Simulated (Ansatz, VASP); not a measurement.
# One calculation of WS2, two programs

The input INCAR:

```
SYSTEM = WS2
ALGO = Normal ; EDIFF = 1E-8
ENCUT = 520 ; GGA = PE
ISIF = 2 ; ISMEAR = -1
LASPH = .True. ; LCHARG = .False.
LEFG = .True. ; LREAL = .False.
LWAVE = .False. ; NBANDS = 20
NELM = 60 ; PREC = Accurate
SIGMA = 0.08
```

File KPOINTS:

```
k-points
0
Gamma
  13 13 13
  0 0 0
```

Contents of POSCAR:

```
WS2
1.0
    1.5684027470      0.9055177481      6.1219641228
   -1.5684027470      0.9055177481      6.1219641228
    0.0000000000     -1.8110354963      6.1219641228
W S
1 2
Direct
    0.0000000000      0.0000000000      0.0000000000
    0.7503000000      0.7503000000      0.7503000000
    0.5810000000      0.5810000000      0.5810000000
```

Input for Ansatz:

```yaml
crystal:
  lattice:
    - [1.568402747, 0.9055177481, 6.1219641228]
    - [-1.568402747, 0.9055177481, 6.1219641228]
    - [0.0, -1.8110354963, 6.1219641228]
  atoms:
    - { symbol: W, position: [0.0, 0.0, 0.0] }
    - { symbol: S, position: [0.7503, 0.7503, 0.7503] }
    - { symbol: S, position: [0.581, 0.581, 0.581] }
kpoints:
  mp_grid: { grid: [13, 13, 13] }
scf:
  occupations: { method: fermi_dirac, width: 0.08 }
hamiltonian:
  xc: pbe
  pseudopotentials: { kind: all_electron, datasets: crystal }
output:
  forces: true
  stress: true
  eigenvalues: true
  efg: { contact_densities: true }
```

Change from the starting cell: volume scaled by 0.98, crystal datasets.

Alike in both runs: task electric field gradients; functional PBE; k mesh 13 × 13 × 13; occupations fermi-dirac, width 0.08 eV; no spin polarisation.

```csv
,VASP,Ansatz
version,VASP 6.6.1,Ansatz 0.2.0
potentials or method,"VASP PAW PBE potentials, release 64 (W_sv, S), cutoff 520 eV","all-electron PAW with datasets made for the crystal, scalar-relativistic"
```

```csv
,VASP,Ansatz,Ansatz less VASP
pressure (GPa),8.3,8.3,+0.08
"traceless stress, the component that is largest in VASP (GPa)",0.56,0.55,-0.010
rms of the force components (eV/Å),0.378,0.377,-0.0002
size of Vzz on the site where it differs most (V/Å²),157.6,173.2,+15.55
```

Atom by atom the forces differ by 0.000 eV/Å (rms over components). Ansatz ran all-electron here, and VASP with PAW potentials.

Spin-orbit coupling is off throughout.
